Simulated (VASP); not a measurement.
# C in VASP: further runs

Runs on C. Level: PBE. Tasks: single point.

Program: VASP 6.6.1. These are calculated values, not measurements. Logs are shortened: lines on timing, memory, paths and dates and some standing lists are left out, and cuts for length are marked.

### Step 1. The cell of the first run

The cell holds an amorphous packing of atoms, 16 atoms: a = 5.470 Å, b = 5.191 Å, c = 5.355 Å, α = 88.84°, β = 88.99°, γ = 90.17°.

### Step 2. Single point, PBE

Input file INCAR:

```
PREC = Accurate ; ENCUT = 520
EDIFF = 1E-7 ; ISMEAR = -1
SIGMA = 0.05 ; LREAL = Auto
LASPH = T ; NELM = 100
ALGO = Normal ; ISIF = 2
LWAVE = F ; LCHARG = F
GGA = PE ; NBANDS = 46
ISYM = 0
```

Input file KPOINTS:

```
Automatic mesh
0
Gamma
  1 1 1
  0.25 0.25 0.25
```

Input file POSCAR:

```
C
1.0
    5.4696720000     -0.0080320000      0.0476870000
   -0.0080320000      5.1910130000      0.0535580000
    0.0476870000      0.0535580000      5.3543890000
C
16
Direct
    0.5901241496      0.2254105314      0.6893065133
    0.8851106776      0.6507607364      0.3021540429
    0.0211226407      0.0735657439      0.5859241251
    0.2208551617      0.0993363183      0.4309680947
    0.7127265833      0.7233361808      0.7231991864
    0.8623623875      0.8223914164      0.5239172734
    0.7494683008      0.4152851496      0.7651726954
    0.3546352659      0.5253671682      0.3608355488
    0.1228273477      0.2778387694      0.0328034148
    0.2771942219      0.0668138263      0.1525819331
    0.6018783974     -0.0547377208      0.8418631645
   -0.0333543158      0.2545939080      0.8151501556
    0.4052035137      0.2948518932      0.5003656593
    0.5535470142      0.6931983325      0.2492537780
    0.4755545834      0.9076421218      0.0994734846
    0.0890390919      0.5032337069      0.2260436815
```

Potentials or basis: VASP PAW PBE potentials, release 64 (C).

Started as:

```sh
$ cat potpaw_PBE.64/C/POTCAR > POTCAR
$ mpirun -np 1 vasp_std > vasp.out
```

OUTCAR:

```text
PREC = Accurate
   ENCUT = 520
   EDIFF = 1E-7
   ISMEAR = -1
   LREAL = Auto
   LASPH = T
   NELM = 100
   ISIF = 2
   GGA = PE
   ISYM = 0

 ion  position               nearest neighbor table
   1  0.590  0.225  0.689-   7 1.39  13 1.48  11 1.66
   2  0.885  0.651  0.302-  16 1.41   6 1.50  14 1.85
   3  0.021  0.074  0.586-   4 1.36  12 1.59   6 1.61
   4  0.221  0.099  0.431-   3 1.36  13 1.49  10 1.53
   5  0.713  0.723  0.723-   6 1.42  11 1.46   7 1.62
   6  0.862  0.822  0.524-   5 1.42   2 1.50   3 1.61
   7  0.749  0.415  0.765-   1 1.39  12 1.48   5 1.62
   8  0.355  0.525  0.361-  13 1.43  14 1.50  16 1.64
   9  0.123  0.278  0.033-  12 1.46  10 1.52  16 1.59
  10  0.277  0.067  0.153-  15 1.39   9 1.52   4 1.53
  11  0.602  0.945  0.842-   5 1.46  15 1.54   1 1.66
  12  0.967  0.255  0.815-   9 1.46   7 1.48   3 1.59
  13  0.405  0.295  0.500-   8 1.43   1 1.48   4 1.49
  14  0.554  0.693  0.249-  15 1.43   8 1.50   2 1.85
  15  0.476  0.908  0.099-  10 1.39  14 1.43  11 1.54
  16  0.089  0.503  0.226-   2 1.41   9 1.59   8 1.64

IMPORTANT INFORMATION: All symmetrisations will be switched off!
NOSYMM: (Re-)initialisation of all symmetry stuff for point group C_1.

----------------------------------------------------------------------------------------

                                     Primitive cell

  volume of cell :     152.0000

  direct lattice vectors                    reciprocal lattice vectors
     5.469672000 -0.008032000  0.047687000     0.182840983  0.000299740 -0.001631408
    -0.008032000  5.191013000  0.053558000     0.000299740  0.192661001 -0.001929787
     0.047687000  0.053558000  5.354389000    -0.001631408 -0.001929787  0.186796505

  length of vectors
     5.469885771  5.191295497  5.354869193     0.182848507  0.192670899  0.186813597

  position of ions in fractional coordinates (direct lattice)
     0.590124150  0.225410531  0.689306513
     0.885110678  0.650760736  0.302154043
     0.021122641  0.073565744  0.585924125
     0.220855162  0.099336318  0.430968095
     0.712726583  0.723336181  0.723199186
     0.862362387  0.822391416  0.523917273
     0.749468301  0.415285150  0.765172695
     0.354635266  0.525367168  0.360835549
     0.122827348  0.277838769  0.032803415
     0.277194222  0.066813826  0.152581933
     0.601878397  0.945262279  0.841863164
     0.966645684  0.254593908  0.815150156
     0.405203514  0.294851893  0.500365659
     0.553547014  0.693198333  0.249253778
     0.475554583  0.907642122  0.099473485
     0.089039092  0.503233707  0.226043682

  ion indices of the primitive-cell ions
   primitive index   ion index
                 1           1
                 2           2
                 3           3
                 4           4
                 5           5
                 6           6
                 7           7
                 8           8
                 9           9
                10          10
                11          11
                12          12
                13          13
                14          14
                15          15
                16          16

----------------------------------------------------------------------------------------

 KPOINTS: Automatic mesh

Automatic generation of k-mesh.
 Grid dimensions read from file:
 generate k-points for:    1    1    1

 Generating k-lattice:

  Cartesian coordinates                     Fractional coordinates (reciprocal lattice)
     0.182840983  0.000299740 -0.001631408     1.000000000 -0.000000000  0.000000000
     0.000299740  0.192661001 -0.001929787    -0.000000000  1.000000000  0.000000000
    -0.001631408 -0.001929787  0.186796505     0.000000000  0.000000000  1.000000000

  Length of vectors
     0.182848507  0.192670899  0.186813597

  Shift w.r.t. Gamma in fractional coordinates (k-lattice)
     0.250000000  0.250000000  0.250000000

 Subroutine IBZKPT returns following result:
 ===========================================

 Found      1 irreducible k-points:

 Following reciprocal coordinates:
            Coordinates               Weight
  0.250000  0.250000  0.250000      2.000000
   k-points           NKPTS =      1   k-points in BZ     NKDIM =      1   number of bands    NBANDS=     46
   number of dos      NEDOS =    301   number of ions     NIONS =     16
   total plane-waves  NPLWV =  67200
   dimension x,y,z NGX =    42 NGY =   40 NGZ =   40
   dimension x,y,z NGXF=    84 NGYF=   80 NGZF=   80
   ions per type =              16
   NGX,Y,Z   is equivalent  to a cutoff of  12.77, 12.81, 12.42 a.u.
   NGXF,Y,Z  is equivalent  to a cutoff of  25.53, 25.62, 24.84 a.u.
 SYSTEM =  unknown system
   PREC   = accura    normal or accurate (medium, high low for compatibility)
   ISTART =      0    job   : 0-new  1-cont  2-samecut
   ICHARG =      2    charge: 1-file 2-atom 10-const
   ISPIN  =      1    spin polarized calculation?
   LNONCOLLINEAR =      F non collinear calculations
   LSORBIT =      F    spin-orbit coupling
   LASPH  =      T    aspherical Exc in radial PAW
   ENCUT  =  520.0 eV  38.22 Ry    6.18 a.u.  10.17  9.65  9.96*2*pi/ulx,y,z
   NELM   =    100;   NELMIN=  2; NELMDL= -5     # of ELM steps
   EDIFF  = 0.1E-06   stopping-criterion for ELM
   LREAL  =      T    real-space projection
   EDIFFG = 0.1E-05   stopping-criterion for IOM
   NSW    =      0    number of steps for IOM
   IBRION =     -1    ionic relax: 0-MD 1-quasi-New 2-CG
   NFREE  =      0    steps in history (QN), initial steepest desc. (CG)
   ISIF   =      2    stress and relaxation
   ISYM   =      0    0-nonsym 1-usesym 2-fastsym
   POTIM  = 0.5000    time-step for ionic-motion
   TEBEG  =    0.0;   TEEND  =   0.0 temperature during run
   PSTRESS=    0.0 pullay stress
   NELECT =      64.0000    total number of electrons
   NUPDOWN=      -1.0000    fix difference up-down
   EMIN   =  10.00;   EMAX   =-10.00  energy-range for DOS
   EFERMI =   0.00;   METHOD = LEGACY
   ISMEAR =    -1;   SIGMA  =   0.05  broadening in eV -4-tet -1-fermi 0-gaus
   EFERMI_NEDOS =   21; number of points for ismear=-14 and -15
   IALGO  =     38    algorithm
   IMIX   =      4    mixing-type and parameters
     AMIX     =   0.40;   BMIX     =  1.00
     AMIX_MAG =   1.60;   BMIX_MAG =  1.00
  volume/ion in A,a.u.               =       9.50        64.11
  Fermi-wavevector in a.u.,A,eV,Ry     =   1.227026  2.318742 20.484818  1.505592
  Thomas-Fermi vector in A             =   2.362004
   LORBIT       =      0    0 simple, 1 ext, 2 COOP (PROOUT), +10 PAW based schemes
   GGA     = PE    functional components
   LHFCALC =     F    Hartree Fock is set to
   AEXX    =    0.0000 exact exchange contribution
   IVDW    =     0    specifies the selected vdW correction
   LEPSILON=     F    determine dielectric tensor
   LRPA    =     F    only Hartree local field effects (RPA)
 non-spin polarized calculation
  energy-cutoff  :      520.00
  volume of cell :      152.00
 maximum number of plane-waves:      4091
 NGX is ok and might be reduce to    40
   NGX = 21   NGY = 19   NGZ = 19

 number of electron      64.0000002 magnetization

 Free energy of the ion-electron system (eV)
  ---------------------------------------------------
  ext. energy  EPLUGINS =         0.00000000
  ---------------------------------------------------
  free energy    TOTEN  =      -133.32579257 eV

  energy without entropy =     -133.32578493  energy(sigma->0) =     -133.32578875

 E-fermi :   4.1030     XC(G=0): -10.1686

 val. band max:        3.4631263922   @ k =   0.2500   0.2500   0.2500
 cond. band min:       4.7429379419   @ k =   0.2500   0.2500   0.2500
 fundamental gap:      1.2798115497
 Fermi energy:         4.1030322247

 k-point     1 :       0.2500    0.2500    0.2500
  band No.  band energies     occupation
      1     -14.3405      2.00000
      2     -13.3218      2.00000
      3     -12.6138      2.00000
      4     -11.9879      2.00000
      5     -10.9944      2.00000
      6     -10.5042      2.00000
      7      -9.7425      2.00000
      8      -9.0558      2.00000
      9      -8.2996      2.00000
     10      -7.4982      2.00000
     11      -6.3986      2.00000
     12      -5.8712      2.00000
     13      -4.9972      2.00000
     14      -4.7406      2.00000
     15      -4.1785      2.00000
     16      -3.8833      2.00000
     17      -3.5557      2.00000
     18      -2.8259      2.00000
     19      -2.4667      2.00000
     20      -2.1526      2.00000
     21      -1.6927      2.00000
     22      -1.2376      2.00000
     23      -0.6200      2.00000
     24      -0.3590      2.00000
     25       0.0475      2.00000
     26       0.5664      2.00000
     27       0.6655      2.00000
     28       1.2153      2.00000
     29       1.7398      2.00000
     30       2.0813      2.00000
     31       2.5035      2.00000
     32       3.4631      1.99999
     33       4.7429      0.00001
     34       5.3089      0.00000
     35       5.9431      0.00000
     36       6.3377      0.00000
     37       7.2607      0.00000
     38       7.6121      0.00000
     39       7.8408      0.00000
     40       8.7856      0.00000
     41       9.2796      0.00000
     42       9.5350      0.00000
     43      10.5902      0.00000
     44      10.9520      0.00000
 [bands above 44 left out]

------------------------ aborting loop because EDIFF is reached ----------------------------------------

  FORCE on cell =-STRESS in cart. coord.  units (eV):
  Direction    XX          YY          ZZ          XY          YZ          ZX
  --------------------------------------------------------------------------------------
  -------------------------------------------------------------------------------------
  Total      -18.8073801    -29.3718392    -14.2487775     11.1563808     -1.2709082     -3.4403252
  in kB     -198.2417928   -309.5979368   -150.1912119    117.5953764    -13.3961842    -36.2632241
  external PRESSURE =    -219.3436472 kB  Pullay stress =       0.0000000 kB

 VOLUME and BASIS-vectors are now :
 -----------------------------------------------------------------------------
  energy-cutoff  :      520.00
  volume of cell :      152.00
      direct lattice vectors                 reciprocal lattice vectors
     5.469672000 -0.008032000  0.047687000     0.182840983  0.000299740 -0.001631408
    -0.008032000  5.191013000  0.053558000     0.000299740  0.192661001 -0.001929787
     0.047687000  0.053558000  5.354389000    -0.001631408 -0.001929787  0.186796505

 POSITION                                       TOTAL-FORCE (eV/Angst)
 -----------------------------------------------------------------------------------
      3.25885      1.20229      3.73103        -2.142283     -0.889133     -0.481388
      4.85045      3.38718      1.69491        -0.583749      0.360517      0.508894
      0.14288      0.41309      3.14221        -0.642910     -2.185368     -0.162770
      1.22776      0.53696      2.32342         0.023898      0.834284      0.507619
      3.92706      3.78786      3.94502         0.496543      1.353409      0.325666
      4.73522      4.29018      2.89043         1.041445      0.529030     -0.673264
      4.13250      2.19071      4.15501         0.028199      1.103905      0.552556
      1.95273      2.74366      1.97710         1.316467     -0.341265     -0.063422
      0.67116      1.44303      0.19638        -1.271990     -0.316154     -0.226627
      1.52290      0.35278      0.83378        -1.616065      0.482092      1.313849
      3.32463      4.94712      4.58699        -0.312801     -0.912097      0.531177
      5.32406      1.35749      4.42436         2.379379     -0.266918      0.928415
      2.23782      1.55412      2.71427        -0.426196      0.449866      0.294656
      3.03404      3.60730      1.39812         0.560450     -1.260310      0.739315
      2.59858      4.71309      0.60391         1.096964      0.997680     -3.756768
      0.49375      2.62368      1.24152         0.052648      0.060462     -0.337909
 -----------------------------------------------------------------------------------
    total drift:                                0.004704     -0.020290      0.019784

  FREE ENERGIE OF THE ION-ELECTRON SYSTEM (eV)
  ---------------------------------------------------
  free  energy   TOTEN  =      -133.3257925662 eV

  energy  without entropy=     -133.3257849331  energy(sigma->0) =     -133.32578875
```

Wall time 10 s (1 thread of Intel Xeon 6975P-C (Granite Rapids), shared host); peak memory 0.22 GiB.

Results:

- Free energy: -133.3258 eV
- Pressure: -21.9 GPa
- Largest force: 4.039 eV/Å
- Band gap on the k mesh: 1.28 eV

Forces in eV/Å, atoms in the order of the input:
```
C   -2.142 -0.889 -0.481
C   -0.584  0.361  0.509
C   -0.643 -2.185 -0.163
C    0.024  0.834  0.508
C    0.497  1.353  0.326
C    1.041  0.529 -0.673
C    0.028  1.104  0.553
C    1.316 -0.341 -0.063
C   -1.272 -0.316 -0.227
C   -1.616  0.482  1.314
C   -0.313 -0.912  0.531
C    2.379 -0.267  0.928
C   -0.426  0.450  0.295
C    0.560 -1.260  0.739
C    1.097  0.998 -3.757
C    0.053  0.060 -0.338
```

Stress tensor (GPa, compression positive):
```
-19.82  11.76  -3.63
 11.76 -30.96  -1.34
 -3.63  -1.34 -15.02
```

Levels at points of the mesh, in eV from the valence-band top:
| k point | band 28 | band 29 | band 30 | band 31 | band 32 | band 33 | band 34 | band 35 | band 36 | band 37 |
| --- | --- | --- | --- | --- | --- | --- | --- | --- | --- | --- |
| (0.25, 0.25, 0.25) | -2.25 | -1.72 | -1.38 | -0.96 | 0.00 | 1.28 | 1.85 | 2.48 | 2.87 | 3.80 |

Caveat: the k points lie up to 1.21 Å⁻¹ apart.

### Step 3. Single point, PBE

This run uses another cell than the first one, of 8.40 Å³/atom, 0.884 times its volume.

Input file INCAR:

```
SYSTEM = C
PREC = Accurate ; ENCUT = 520
EDIFF = 1E-6 ; ISMEAR = 0
SIGMA = 0.1 ; LREAL = Auto
LASPH = .True. ; NELM = 80
ALGO = Normal ; ISIF = 2
LWAVE = .False. ; LCHARG = .False.
GGA = PE ; ISYM = 0
NBANDS = 46
```

Input file KPOINTS:

```
regular mesh
0
Gamma
  3 3 3
  0 0 0
```

Input file POSCAR:

```
C
1.0
    5.1799050347      0.3112271787     -0.0910630885
    0.2941997347      4.7782492878     -0.0355437881
   -0.0885387943     -0.0410599706      5.4531425300
C
16
Direct
    0.5479055488      0.2499654052      0.7221769292
    0.8706996358      0.6536367504      0.3099664789
    0.0434375254      0.0274880473      0.6010631568
    0.2234865506      0.1040743234      0.4384915281
    0.7211305321      0.7351624697      0.7240349669
    0.8873393459      0.8142560868      0.5402119207
    0.7406498866      0.4299147065      0.7714066152
    0.3800789304      0.5242591697      0.3288199576
    0.1153818717      0.2878855570      0.0307174978
    0.2638918028      0.0627149784      0.1657876356
    0.5744111686      0.9551985688      0.8413053583
    0.9846097522      0.2464113512      0.8111731403
    0.3900380917      0.3067443746      0.5124986559
    0.5792315558      0.6550885466      0.2281111735
    0.4712720449      0.8938515009      0.0718697176
    0.0947308218      0.5322362384      0.2013777292
```

Potentials or basis: VASP PAW PBE potentials, release 64 (C).

Started as:

```sh
$ cat potpaw_PBE.64/C/POTCAR > POTCAR
$ mpirun -np 1 vasp_std > vasp.out
```

OUTCAR:

```text
SYSTEM = C
   PREC = Accurate
   ENCUT = 520
   EDIFF = 1E-6
   ISMEAR = 0
   LREAL = Auto
   LASPH = .True.
   NELM = 80
   ISIF = 2
   GGA = PE
   ISYM = 0

 ion  position               nearest neighbor table
   1  0.548  0.250  0.722-  13 1.39   7 1.41  11 1.55
   2  0.871  0.654  0.310-  16 1.38   6 1.47  14 1.56
   3  0.043  0.027  0.601-   4 1.39   6 1.41  12 1.55
   4  0.223  0.104  0.438-   3 1.39  13 1.42  10 1.52
   5  0.721  0.735  0.724-  11 1.38   6 1.43   7 1.48
   6  0.887  0.814  0.540-   3 1.41   5 1.43   2 1.47
[... 846 lines left out ...]
  Total        0.3872121      0.3679338      0.3209996     -0.0344771      0.0360288     -0.0580164
  in kB        4.6150225      4.3852522      3.8258627     -0.4109186      0.4294120     -0.6914742
  external PRESSURE =       4.2753791 kB  Pullay stress =       0.0000000 kB

 VOLUME and BASIS-vectors are now :
 -----------------------------------------------------------------------------
  energy-cutoff  :      520.00
  volume of cell :      134.43
      direct lattice vectors                 reciprocal lattice vectors
     5.179905035  0.311227179 -0.091063089     0.193823139 -0.011911067  0.003057283
     0.294199735  4.778249288 -0.035543788    -0.012597397  0.210067546  0.001377189
    -0.088538794 -0.041059971  5.453142530     0.003154580  0.001170323  0.183440530

 POSITION                                       TOTAL-FORCE (eV/Angst)
 -----------------------------------------------------------------------------------
      2.84770      1.33527      3.87936        -0.013592     -0.011886      0.012859
      4.67500      3.38150      1.58777        -0.012936      0.005306     -0.006782
      0.17987      0.12018      3.27275         0.008903      0.017006      0.018174
      1.14943      0.54884      2.36711        -0.016140     -0.035827     -0.018020
      3.88757      3.70750      3.85647         0.002461     -0.027756      0.008971
      4.78806      4.14470      2.83611         0.004816     -0.004781     -0.020729
[... 8 lines left out ...]
      2.69775      4.41477      0.31723         0.017664     -0.012276     -0.011028
      0.62945      2.56437      1.07060         0.012897      0.024908     -0.006379
 -----------------------------------------------------------------------------------
    total drift:                                0.002652      0.019400      0.023635

  FREE ENERGIE OF THE ION-ELECTRON SYSTEM (eV)
  ---------------------------------------------------
  free  energy   TOTEN  =      -136.7311234445 eV

  energy  without entropy=     -136.7250872936  energy(sigma->0) =     -136.72810537
```

stdout:

```text
POSCAR found type information on POSCAR C
 POSCAR found :  1 types and      16 ions
 scaLAPACK will be used
 LDA part: xc-table for (Slater+PW92), standard interpolation
 POSCAR, INCAR and KPOINTS ok, starting setup
 FFT: planning ... GRIDC
 FFT: planning ... GRID_SOFT
 FFT: planning ... GRID
 WAVECAR not read
 entering main loop
```

It took 44 s on 1 thread of Intel Xeon 6975P-C (Granite Rapids), shared host; peak memory 0.25 GiB.

What came out:

- Free energy: -136.7311 eV
- Pressure: 0.4 GPa
- Largest force: 0.043 eV/Å
- Band gap on the k mesh: zero (band 32 reaches 5.60 eV, above the bottom of band 33 at 4.95 eV)

Forces in eV/Å, atoms in the order of the input:
```
C   -0.014 -0.012  0.013
C   -0.013  0.005 -0.007
C    0.009  0.017  0.018
C   -0.016 -0.036 -0.018
C    0.002 -0.028  0.009
C    0.005 -0.005 -0.021
C   -0.002  0.017  0.006
C   -0.015 -0.013  0.014
C   -0.003  0.006 -0.010
C   -0.023  0.003  0.019
C   -0.016  0.035  0.009
C    0.012 -0.029 -0.011
C    0.017  0.025  0.004
C    0.027  0.001 -0.009
C    0.018 -0.012 -0.011
C    0.013  0.025 -0.006
```

Stress tensor (GPa, compression positive):
```
 0.46 -0.04 -0.07
-0.04  0.44  0.04
-0.07  0.04  0.38
```

Levels at points of the mesh, in eV from the Fermi level:
```tsv
k point	band 30	band 31	band 32	band 33	band 34	band 35
(0.00, 0.00, 0.00)	-2.72	-1.74	0.55	1.33	1.68	2.17
```

Caveat: the k points lie up to 0.44 Å⁻¹ apart.
